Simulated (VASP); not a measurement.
Set up this calculation in VASP 6.6.1, as the native input.

| Property | Result |
| --- | --- |
| Task | single point |
| Functional | LDA |
| Potentials or basis | VASP PAW LDA potentials, release 64 (Ca_sv) |
| Cutoff | 520 eV |
| k mesh | 12 × 12 × 12 |
| Occupations | fermi-dirac, width 0.08 eV |
| Spin | no spin polarisation |
| Dipole correction | no |
| Further INCAR settings | ALGO = Normal; EDIFF = 1e-06; NBANDS = 11 |

The structure of Ca lies in POSCAR:

```
Ca
1.0
    0.0000000000      2.3141269778      2.3141269778
    2.3141269778      0.0000000000      2.3141269778
    2.3141269778      2.3141269778      0.0000000000
Ca
1
Direct
    0.0000000000      0.0000000000      0.0000000000
```

This cell differs from its parent crystal: volume scaled by 0.65.

The input as run:

INCAR

```
SYSTEM = Ca
PREC = Accurate
ENCUT = 520
EDIFF = 1E-6
ISMEAR = -1
SIGMA = 0.08
LREAL = .False.
LASPH = .True.
NELM = 60
ALGO = Normal
ISIF = 2
LWAVE = .False.
LCHARG = .False.
GGA = CA
NBANDS = 11
```

KPOINTS

```
Automatic mesh
0
Gamma
  12 12 12
  0 0 0
```

Potentials or basis: VASP PAW LDA potentials, release 64 (Ca_sv).

Command:

```bash
$ cat potpaw_LDA.64/Ca_sv/POTCAR > POTCAR
$ mpirun -np 1 vasp_std > vasp.out
```

Results of the run:

* Pressure: 16.1 GPa
* Band gap on the k mesh: zero (band 5 reaches 4.37 eV, above the bottom of band 6 at 4.26 eV)

Run time: 6.7 s on 1 thread of AMD EPYC 9R45 96-Core Processor (Zen 5), on a shared host, peak memory 0.11 GiB.
